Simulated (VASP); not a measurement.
Wanted: the native input for a VASP 6.6.1 run.

```yaml
Task: single point
Functional: r2SCAN
Potentials_or_basis: VASP PAW PBE potentials, release 64 (Si, O)
Cutoff: 520 eV
k_mesh: 6 × 6 × 6
Occupations: gaussian, width 0.01 eV
Spin: no spin polarisation
Dipole_correction: no
Further_INCAR_settings: ALGO = Normal; EDIFF = 1e-07; NBANDS = 15
```

SiO2:

```
Si O
1.0
     0.00000    2.26417    2.26417
     2.26417    0.00000    2.26417
     2.26417    2.26417    0.00000
Si O
1 2
Direct
  0.00000 0.00000 0.00000
  0.25000 0.25000 0.25000
  0.75000 0.75000 0.75000
```

The input as run:

POSCAR

```
SiO2
1.0
    0.0000000000      2.2641691173      2.2641691173
    2.2641691173      0.0000000000      2.2641691173
    2.2641691173      2.2641691173      0.0000000000
Si O
1 2
Direct
    0.0000000000      0.0000000000      0.0000000000
    0.2500000000      0.2500000000      0.2500000000
    0.7500000000      0.7500000000      0.7500000000
```

INCAR.step1

```
SYSTEM = SiO2
PREC = Accurate
ENCUT = 520
ISMEAR = 0
SIGMA = 0.01
LREAL = .FALSE.
LASPH = .TRUE.
NELM = 80
NBANDS = 15
GGA = PE
ALGO = Normal
EDIFF = 1E-4
LWAVE = .TRUE.
LCHARG = .FALSE.
```

INCAR.step2

```
SYSTEM = SiO2
PREC = Accurate
ENCUT = 520
EDIFF = 1E-7
ISMEAR = 0
SIGMA = 0.01
LREAL = .FALSE.
LASPH = .TRUE.
NELM = 80
ALGO = Normal
ISIF = 2
LWAVE = .FALSE.
LCHARG = .TRUE.
METAGGA = R2SCAN
LMIXTAU = .TRUE.
LELF = .TRUE.
LVHAR = .TRUE.
NBANDS = 15
ISTART = 1
```

KPOINTS

```
Automatic mesh
0
G
  6 6 6
  0 0 0
```

Potentials or basis: VASP PAW PBE potentials, release 64 (Si, O).

Run with:

```sh
$ cat potpaw_PBE.64/Si/POTCAR potpaw_PBE.64/O/POTCAR > POTCAR
$ cp INCAR.step1 INCAR
$ mpirun -np 1 vasp_std > vasp.out
$ cp INCAR.step2 INCAR
$ mpirun -np 1 vasp_std > vasp.out
```

It gave:

```yaml
Pressure: 0.6 GPa
Band_gap_on_the_k_mesh: 2.68 eV, direct
```

Caveat: the PAW data sets were made with another functional, which shifts forces and pressure a little.

Wall time 18 s on 1 thread of Intel(R) Xeon(R) Platinum 8375C CPU @ 2.90GHz (Ice Lake), on a shared host, peak memory 0.13 GiB.
